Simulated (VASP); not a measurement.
A run of VASP 6.6.1:

File INCAR:

```
PREC = Accurate ; ENCUT = 520
EDIFF = 1E-6 ; ISMEAR = 0
SIGMA = 0.2 ; LREAL = False
LASPH = True ; NELM = 100
ALGO = Normal ; ISIF = 2
LWAVE = False ; LCHARG = False
GGA = PE ; NBANDS = 37
```

The input KPOINTS:

```
regular mesh
0
Gamma
  6 6 2
```

Contents of POSCAR:

```
Hf4N2O
1.0
    3.1818410237      0.0000492631      0.0000009251
   -1.5908758506      2.7553749980     -0.0000347165
    0.0005129908     -0.0002743554     10.7796135410
Hf N O
4 2 1
Direct
    0.6666607257      0.3333906572      0.8631202138
    0.6667526132      0.3333374204      0.3804995565
    0.3333570701      0.6666108678      0.1368791412
    0.3332356030      0.6666620564      0.6195019128
    0.9999487685      0.0000188185      0.7429937304
    0.0000538864     -0.0000188147      0.2570059268
   -0.0000086669     -0.0000010055     -0.0000004815
```

Potentials or basis: VASP PAW PBE potentials, release 64 (Hf_pv, N, O).

Run with:

```sh
$ cat potpaw_PBE.64/Hf_pv/POTCAR potpaw_PBE.64/N/POTCAR potpaw_PBE.64/O/POTCAR > POTCAR
$ mpirun -np 1 vasp_std > vasp.out
```

Hardware: 1 thread of Intel(R) Xeon(R) 6975P-C (Granite Rapids) (shared host).

Question: Estimate the wall time of this run.

Answer: Wall time 71 s on 1 thread of Intel(R) Xeon(R) 6975P-C (Granite Rapids), with other jobs on the host, peak memory 0.27 GiB. Counts: scf iterations 17, k points 40.
